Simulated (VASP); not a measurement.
# Ca3GeBiH4 (P6/mmm) in VASP: notebook, part 2 of 2

VASP 6.6.1.

## 3. Single point, PBE

This run uses another cell than the first one, of 25.35 Å³/atom.

Contents of INCAR:

```
SYSTEM = Ca3GeBiH4
PREC = Accurate
ENCUT = 520
EDIFF = 1E-7
ISMEAR = 0
SIGMA = 0.1
LREAL = .FALSE.
LASPH = .TRUE.
NELM = 100
ALGO = Normal
ISIF = 2
LWAVE = .FALSE.
LCHARG = .FALSE.
GGA = PE
NBANDS = 42
```

Contents of KPOINTS:

```
Automatic mesh
0
G
  3 3 4
  0 0 0
```

Contents of POSCAR:

```
Ca3GeBiH4
1.0
    7.0688570649     -0.0000000033      0.0000000000
   -3.5344285296      6.1218097955      0.0000000000
    0.0000000000      0.0000000000      5.2723579145
Ca Ge Bi H
3 1 1 4
Direct
    0.5000000000      0.0000000000      0.5000000000
    0.0000000000      0.5000000000      0.5000000000
    0.5000000000      0.5000000000      0.5000000000
    0.0000000000      0.0000000000      0.0000000000
    0.0000000000      0.0000000000      0.5000000000
    0.3333333333      0.6666666667      0.5000000000
    0.6666666667      0.3333333333      0.5000000000
    0.3333333333      0.6666666667      0.0000000000
    0.6666666667      0.3333333333      0.0000000000
```

Potentials or basis: VASP PAW PBE potentials, release 64 (Ca_sv, Ge_d, Bi_d, H).

On the command line:

```
> cat potpaw_PBE.64/Ca_sv/POTCAR potpaw_PBE.64/Ge_d/POTCAR potpaw_PBE.64/Bi_d/POTCAR potpaw_PBE.64/H/POTCAR > POTCAR
> mpirun -np 1 vasp_std > vasp.out
```

OUTCAR:

```text
SYSTEM = Ca3GeBiH4
   PREC = Accurate
   ENCUT = 520
   EDIFF = 1E-7
   ISMEAR = 0
   LREAL = .FALSE.
   LASPH = .TRUE.
   NELM = 100
   ISIF = 2
   GGA = PE

 ion  position               nearest neighbor table
   1  0.500  0.000  0.500-   5 3.53   5 3.53
   2  0.000  0.500  0.500-   5 3.53   5 3.53
   3  0.500  0.500  0.500-   5 3.53   5 3.53
   4  0.000  0.000  0.000-   5 2.64   5 2.64
   5  0.000  0.000  0.500-   4 2.64   4 2.64   3 3.53   3 3.53   2 3.53   2 3.53   1 3.53   1 3.53

   6  0.333  0.667  0.500-
   7  0.667  0.333  0.500-
   8  0.333  0.667  0.000-
   9  0.667  0.333  0.000-

  LATTYP: Found a hexagonal cell.
 ALAT       =     7.0688570649
 C/A-ratio  =     0.7458571967

  Lattice vectors:

 A1 = (   7.0688570649,  -0.0000000033,   0.0000000000)
 A2 = (  -3.5344285296,   6.1218097955,   0.0000000000)
 A3 = (   0.0000000000,   0.0000000000,   5.2723579145)

Analysis of symmetry for initial positions (statically):
=====================================================================
 Subroutine PRICEL returns:
 Original cell was already a primitive cell.

 Routine SETGRP: Setting up the symmetry group for a
 hexagonal supercell.

 Subroutine GETGRP returns: Found 24 space group operations
 (whereof 24 operations were pure point group operations)
 out of a pool of 24 trial point group operations.

The static configuration has the point symmetry D_6h.

Analysis of symmetry for dynamics (positions and initial velocities):
=====================================================================
 Subroutine PRICEL returns:
 Original cell was already a primitive cell.

 Routine SETGRP: Setting up the symmetry group for a
 hexagonal supercell.

 Subroutine GETGRP returns: Found 24 space group operations
 (whereof 24 operations were pure point group operations)
 out of a pool of 24 trial point group operations.
[... 122 lines left out ...]
  Thomas-Fermi vector in A             =   2.201620
   LORBIT       =      0    0 simple, 1 ext, 2 COOP (PROOUT), +10 PAW based schemes
   GGA     = PE    functional components
   LHFCALC =     F    Hartree Fock is set to
   AEXX    =    0.0000 exact exchange contribution
   IVDW    =     0    specifies the selected vdW correction
   LEPSILON=     F    determine dielectric tensor
   LRPA    =     F    only Hartree local field effects (RPA)
 non-spin polarized calculation
 Gauss-broadening in eV      SIGMA  =   0.10
  energy-cutoff  :      520.00
  volume of cell :      228.16
 maximum number of plane-waves:      6169
 NGX is ok and might be reduce to    54
   NGX = 27   NGY = 27   NGZ = 19

 number of electron      63.0000007 magnetization

 Free energy of the ion-electron system (eV)
  ---------------------------------------------------
  ext. energy  EPLUGINS =         0.00000000
  ---------------------------------------------------
  free energy    TOTEN  =       -26.59783440 eV

  energy without entropy =      -26.57069411  energy(sigma->0) =      -26.58426425

 E-fermi :   2.1619     XC(G=0):  -7.7179

 val. band max:        2.1578553678   @ k =   0.0000   0.0000   0.0000
 cond. band min:       2.2188641248   @ k =   0.0000   0.0000   0.2500
 fundamental gap:      0.0610087570
 Fermi energy:         2.1618867332

 k-point     1 :       0.0000    0.0000    0.0000
  band No.  band energies     occupation
      1     -40.1431      2.00000
      2     -40.1146      2.00000
      3     -40.1146      2.00000
      4     -22.8120      2.00000
      5     -22.7281      2.00000
      6     -22.7281      2.00000
[... 394 lines left out ...]
     41       4.8478      0.00000
     42       4.8544      0.00000

------------------------ aborting loop because EDIFF is reached ----------------------------------------

  FORCE on cell =-STRESS in cart. coord.  units (eV):
  Direction    XX          YY          ZZ          XY          YZ          ZX
  --------------------------------------------------------------------------------------
  -------------------------------------------------------------------------------------
  Total        0.1907073      0.1907073      0.1025922     -0.0000000      0.0000000     -0.0000000
  in kB        1.3391952      1.3391952      0.7204285     -0.0000000      0.0000000     -0.0000000
  external PRESSURE =       1.1329396 kB  Pullay stress =       0.0000000 kB

 VOLUME and BASIS-vectors are now :
 -----------------------------------------------------------------------------
  energy-cutoff  :      520.00
  volume of cell :      228.16
      direct lattice vectors                 reciprocal lattice vectors
     7.068857065 -0.000000003  0.000000000     0.141465585  0.081675194  0.000000000
    -3.534428530  6.121809795  0.000000000     0.000000000  0.163350387  0.000000000
     0.000000000  0.000000000  5.272357914     0.000000000  0.000000000  0.189668459

 POSITION                                       TOTAL-FORCE (eV/Angst)
 -----------------------------------------------------------------------------------
      3.53443     -0.00000      2.63618         0.000000      0.000000     -0.000000
     -1.76721      3.06090      2.63618         0.000000      0.000000     -0.000000
      1.76721      3.06090      2.63618         0.000000      0.000000     -0.000000
      0.00000      0.00000      0.00000         0.000000      0.000000     -0.000000
      0.00000      0.00000      2.63618         0.000000      0.000000     -0.000000
      0.00000      4.08121      2.63618         0.000000      0.000000     -0.000000
      3.53443      2.04060      2.63618        -0.000000     -0.000000     -0.000000
      0.00000      4.08121      0.00000        -0.000000      0.000000     -0.000000
      3.53443      2.04060      0.00000         0.000000     -0.000000      0.000000
 -----------------------------------------------------------------------------------
    total drift:                                0.000000      0.000000      0.000000

  FREE ENERGIE OF THE ION-ELECTRON SYSTEM (eV)
  ---------------------------------------------------
  free  energy   TOTEN  =       -26.5978343986 eV

  energy  without entropy=      -26.5706941100  energy(sigma->0) =      -26.58426425
```

stdout:

```text
POSCAR found type information on POSCAR CaGeBiH
 POSCAR found :  4 types and       9 ions
 scaLAPACK will be used
 LDA part: xc-table for (Slater+PW92), standard interpolation
 POSCAR, INCAR and KPOINTS ok, starting setup
 FFT: planning ... GRIDC
 FFT: planning ... GRID_SOFT
 FFT: planning ... GRID
 WAVECAR not read
 entering main loop
```

Run time: 80 s. Hardware: 1 thread of Intel Xeon 6975P-C (Granite Rapids), shared host; peak memory 0.38 GiB.

What came out:

| Quantity | Value |
| --- | --- |
| Free energy | -26.5978 eV |
| Pressure | 0.1 GPa |
| Band gap on the k mesh | zero (an odd number of electrons rules out a gap without spin polarisation) |

Levels at points of the mesh, in eV from the Fermi level:
```csv
k point,band 30,band 31,band 32,band 33,band 34,band 35
"(0.00, 0.00, 0.00)",-1.99,-0.52,0.00,0.00,1.07,1.24
"(0.00, 0.00, 0.50)",-1.91,-0.91,-0.91,0.28,0.28,0.94
```

Caveat: spin-orbit coupling is left out, which moves the levels of the heavy elements.

## 4. Relaxation of cell and atoms, PBE

Contents of INCAR:

```
ALGO = Normal ; EDIFF = 1E-6
EDIFFG = -0.04 ; ENCUT = 600
GGA = PE ; IBRION = 2
ISIF = 3 ; ISMEAR = 0
LASPH = True ; LCHARG = False
LREAL = False ; LWAVE = False
NELM = 60 ; NSW = 90
PREC = Accurate ; SIGMA = 0.1
```

Contents of KPOINTS:

```
k-points
0
Gamma
  3 3 4
```

Contents of POSCAR:

```
Ca3GeBiH4
1.0
    6.2465750500      0.0000000000      0.0000000000
   -3.1232875200      5.4096926800      0.0000000000
    0.0000000000      0.0000000000      4.5688889300
Ca Ge Bi H
3 1 1 4
Direct
    0.5000000000      0.0000000000      0.5000000000
    0.0000000000      0.5000000000      0.5000000000
    0.5000000000      0.5000000000      0.5000000000
    0.0000000000      0.0000000000      0.0000000000
    0.0000000000      0.0000000000      0.5000000000
    0.3333333300      0.6666666700      0.5000000000
    0.6666666700      0.3333333300      0.5000000000
    0.3333333300      0.6666666700      0.0000000000
    0.6666666700      0.3333333300      0.0000000000
```

On the command line:

```
> cat potpaw_PBE.64/Ca_sv/POTCAR potpaw_PBE.64/Ge_d/POTCAR potpaw_PBE.64/Bi_d/POTCAR potpaw_PBE.64/H/POTCAR > POTCAR
> mpirun -np 1 vasp_std > vasp.out
```

Run time: 4.5 min. Hardware: 1 thread of Intel Xeon 6975P-C (Granite Rapids), shared host; peak memory 0.36 GiB.

Results (log left out):

- Free energy: -26.5646 eV
- Relaxed volume: 25.56 Å³/atom
- Relaxed cell: a = 7.090 Å, b = 7.090 Å, c = 5.285 Å, α = 90.00°, β = 90.00°, γ = 120.00°
- Space group after relaxing (to 0.1 Å): P6/mmm (No. 191)
- Energy gained by relaxing: 476.8 meV/atom
- Ionic steps: 6
- Pressure after relaxing: -0.2 GPa
- Band gap on the k mesh: zero (an odd number of electrons rules out a gap without spin polarisation)

The path:
```tsv
step	energy change (eV)	largest force (eV/Å)	pressure (GPa)	volume (Å³)
1	0.0000	0.0000	24.93	154.39
2	-4.1850	0.0000	0.86	221.77
3	-4.1879	0.0000	0.45	224.61
4	-4.2858	0.0000	-0.06	228.82
5	-4.2909	0.0000	-0.16	229.97
6	-4.2908	0.0000	-0.18	230.07
```

Final structure:
```cif
data_structure
_symmetry_space_group_name_H-M 'P 1'
_symmetry_Int_Tables_number 1
_cell_length_a 7.0903
_cell_length_b 7.0903
_cell_length_c 5.2846
_cell_angle_alpha 90.000
_cell_angle_beta 90.000
_cell_angle_gamma 120.000
_cell_volume 230.07
loop_
_atom_site_label
_atom_site_type_symbol
_atom_site_fract_x
_atom_site_fract_y
_atom_site_fract_z
_atom_site_occupancy
Ca1 Ca 0.50000 0.00000 0.50000 1
Ca2 Ca 0.00000 0.50000 0.50000 1
Ca3 Ca 0.50000 0.50000 0.50000 1
Ge1 Ge 0.00000 0.00000 0.00000 1
Bi1 Bi 0.00000 0.00000 0.50000 1
H1 H 0.33333 0.66667 0.50000 1
H2 H 0.66667 0.33333 0.50000 1
H3 H 0.33333 0.66667 0.00000 1
H4 H 0.66667 0.33333 0.00000 1
```

Levels at points of the mesh, in eV from the Fermi level:
| k point | band 30 | band 31 | band 32 | band 33 | band 34 | band 35 |
| --- | --- | --- | --- | --- | --- | --- |
| (0.00, 0.00, 0.00) | -1.98 | -0.53 | -0.01 | -0.01 | 1.07 | 1.21 |
| (0.00, 0.00, 0.50) | -1.90 | -0.90 | -0.90 | 0.27 | 0.27 | 0.92 |

Caveat: the k points lie up to 0.34 Å⁻¹ apart in the final cell, too coarse for converged energies and pressures of a metal; the volume moved by over 15 % at a fixed basis, so the end points are rough; spin-orbit coupling is left out, which moves the levels of the heavy elements.

## 5. Single point, PBE

This run uses another cell than the first one, of 25.03 Å³/atom.

Contents of INCAR:

```
PREC = Accurate ; ENCUT = 520
EDIFF = 1E-6 ; ISMEAR = 0
SIGMA = 0.1 ; LREAL = False
LASPH = True ; NELM = 80
ALGO = Normal ; ISIF = 2
LWAVE = False ; LCHARG = True
GGA = PE ; LELF = True
LVHAR = True ; NBANDS = 42
```

Contents of KPOINTS:

```
Automatic mesh
0
Gamma
  6 6 8
```

Contents of POSCAR:

```
Ca3GeBiH4
1.0
    7.0830601940      0.0000000000      0.0000000000
   -3.5415300970      6.1341100646      0.0000000000
    0.0000000000      0.0000000000      5.1840344867
Ca Ge Bi H
3 1 1 4
Direct
    0.5000000000      0.0000000000      0.5000000000
    0.0000000000      0.5000000000      0.5000000000
    0.5000000000      0.5000000000      0.5000000000
    0.0000000000      0.0000000000      0.0000000000
    0.0000000000      0.0000000000      0.5000000000
    0.3333333333      0.6666666667      0.5000000000
    0.6666666667      0.3333333333      0.5000000000
    0.3333333333      0.6666666667      0.0000000000
    0.6666666667      0.3333333333      0.0000000000
```

On the command line:

```
> cat potpaw_PBE.64/Ca_sv/POTCAR potpaw_PBE.64/Ge_d/POTCAR potpaw_PBE.64/Bi_d/POTCAR potpaw_PBE.64/H/POTCAR > POTCAR
> mpirun -np 1 vasp_std > vasp.out
```

It took 4.1 min on 1 thread of Intel Xeon 6975P-C (Granite Rapids), shared host; peak memory 0.54 GiB.

Results (log left out):

| Quantity | Value |
| --- | --- |
| Free energy | -26.4805 eV |
| Pressure | 0.0 GPa |
| Band gap on the k mesh | zero (an odd number of electrons rules out a gap without spin polarisation) |

Stress tensor (GPa, compression positive):
```
 0.05  0.00  0.00
 0.00  0.05  0.00
 0.00  0.00 -0.08
```

Levels at points of the mesh, in eV from the Fermi level:
```tsv
k point	band 29	band 30	band 31	band 32	band 33	band 34
(0.00, 0.00, 0.00)	-3.18	-1.98	-0.47	-0.04	-0.04	1.10
(0.50, 0.00, 0.00)	-3.39	-1.51	-1.18	1.08	1.08	1.15
(0.00, 0.00, 0.50)	-2.37	-1.98	-0.98	-0.98	0.27	0.27
(0.50, 0.00, 0.50)	-2.60	-2.16	-0.98	-0.10	1.22	1.30
```

Caveat: spin-orbit coupling is left out, which moves the levels of the heavy elements.

## 6. The runs side by side

| task | cell | k mesh | cutoff (eV) | gap on the mesh (eV) | pressure (GPa) |
| --- | --- | --- | --- | --- | --- |
| single point | a = 6.247, b = 6.247, c = 4.569 Å, angles 90.0, 90.0, 120.0°, 9 atoms | 3 × 3 × 4 | 520 | none | 24.9 |
| single point | a = 7.069, b = 7.069, c = 5.272 Å, angles 90.0, 90.0, 120.0°, 9 atoms | 3 × 3 × 4 | 520 | none | 0.1 |
| relaxation of cell and atoms | relaxed from a = 6.247, b = 6.247, c = 4.569 Å, angles 90.0, 90.0, 120.0°, 9 atoms | 3 × 3 × 4 | 600 | none | -0.2 |
| single point | a = 7.083, b = 7.083, c = 5.184 Å, angles 90.0, 90.0, 120.0°, 9 atoms | 6 × 6 × 8 | 520 | none | 0.0 |

Alike in all rows: level PBE; potentials or basis VASP PAW PBE potentials, release 64 (Ca_sv, Ge_d, Bi_d, H); no spin polarisation; smearing gaussian 0.1 eV.

Caveats: some runs use coarse meshes; spin-orbit coupling is left out, which moves the levels of the heavy elements; the volume moved by over 15 % at a fixed basis, so the end points are rough (at least some runs).

Absolute energies hang on the potentials; compare differences alone.
